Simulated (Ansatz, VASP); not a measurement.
One calculation of ZrC, two programs

Contents of INCAR:

```
PREC = Accurate
ENCUT = 520
EDIFF = 1E-6
ISMEAR = -1
SIGMA = 0.05
LREAL = F
LASPH = T
NELM = 100
ALGO = Normal
ISIF = 2
LWAVE = F
LCHARG = T
GGA = PS
LELF = T
LVHAR = T
NBANDS = 15
```

The input KPOINTS:

```
regular mesh
0
Gamma
  13 13 13
```

File POSCAR:

```
ZrC
1.0
    0.0000000000      2.3564331911      2.3564331911
    2.3564331911      0.0000000000      2.3564331911
    2.3564331911      2.3564331911      0.0000000000
Zr C
1 1
Direct
    0.0000000000      0.0000000000      0.0000000000
    0.5000000000      0.5000000000      0.5000000000
```

Input for Ansatz:

```yaml
crystal:
  lattice:
    - [0.0, 2.3564331911, 2.3564331911]
    - [2.3564331911, 0.0, 2.3564331911]
    - [2.3564331911, 2.3564331911, 0.0]
  atoms:
    - { symbol: Zr, position: [0.0, 0.0, 0.0] }
    - { symbol: C, position: [0.5, 0.5, 0.5] }
kpoints:
  mp_grid: { grid: [13, 13, 13] }
  band_path:
    path:
      - [0.0, 0.0, 0.0]
      - [0.5, 0.0, 0.5]
      - [0.625, 0.25, 0.625]
      - [0.375, 0.375, 0.75]
      - [0.0, 0.0, 0.0]
      - [0.5, 0.5, 0.5]
      - [0.5, 0.25, 0.75]
      - [0.5, 0.0, 0.5]
    npoints: 14
scf:
  occupations: { method: fermi_dirac, width: 0.05 }
hamiltonian:
  xc: pbesol
  pseudopotentials: { kind: all_electron, lapw: { basis_error: 0.001 } }
output:
  forces: true
  stress: true
  eigenvalues: true
  populations: true
```

Alike in both runs: task single point; functional PBEsol; k mesh 13 × 13 × 13; occupations fermi-dirac, width 0.05 eV; no spin polarisation.

```csv
,VASP,Ansatz
version,VASP 6.6.1,Ansatz 0.2.0
potentials or method,"VASP PAW PBE potentials, release 64 (Zr_sv, C), cutoff 520 eV","all-electron LAPW, scalar-relativistic"
```

Ansatz gave:

```
pressure (GPa) : -6.2
```

**Question.** Which values does VASP return?

**Answer.** Pressure (GPa): -5.9.

VASP's potentials were made for PBE, not for PBEsol. Ansatz ran all-electron here, and VASP with PAW potentials.
